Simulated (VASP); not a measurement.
Set up this calculation in VASP 6.6.1, as the native input.

| Quantity | Value |
| --- | --- |
| Task | single point |
| Functional | LDA |
| Potentials or basis | VASP PAW LDA potentials, release 64 (Al) |
| Cutoff | 500 eV |
| k mesh | 9 × 9 × 9 |
| Occupations | methfessel-paxton, width 0.1 eV |
| Spin | no spin polarisation |
| Dipole correction | no |
| Further INCAR settings | ALGO = Normal; EDIFF = 1e-06; NBANDS = 8 |

The structure of Al lies in POSCAR:

```
Al
1.0
    0.0000000000      1.9914564515      1.9914564515
    1.9914564515      0.0000000000      1.9914564515
    1.9914564515      1.9914564515      0.0000000000
Al
1
Direct
    0.0000000000      0.0000000000      0.0000000000
```

The input as run:

INCAR

```
SYSTEM = Al
PREC     = Accurate       ! precision mode
ENCUT    = 500            ! plane-wave cutoff, eV
EDIFF    = 1E-6           ! SCF threshold, eV
ISMEAR   = 1              ! smearing method
SIGMA    = 0.1            ! smearing width, eV
LREAL    = .FALSE.        ! projectors in reciprocal space
LASPH    = .TRUE.         ! aspherical terms in the spheres
NELM     = 120            ! most SCF steps
ALGO     = Normal         ! electronic algorithm
ISIF     = 2              ! what is computed and relaxed
LWAVE    = .FALSE.        ! write WAVECAR
LCHARG   = .FALSE.        ! write CHGCAR
NBANDS   = 8              ! bands
GGA_COMPAT= .FALSE.
```

KPOINTS

```
regular mesh
0
G
  9 9 9
  0 0 0
```

Potentials or basis: VASP PAW LDA potentials, release 64 (Al).

Command:

```bash
$ cat potpaw_LDA.64/Al/POTCAR > POTCAR
$ mpirun -np 1 vasp_std > vasp.out
```

Results of the run:

* Pressure: 0.7 GPa

It took 2.6 s on 1 thread of Intel Xeon 6975P-C, with other jobs on the host, peak memory 0.12 GiB.
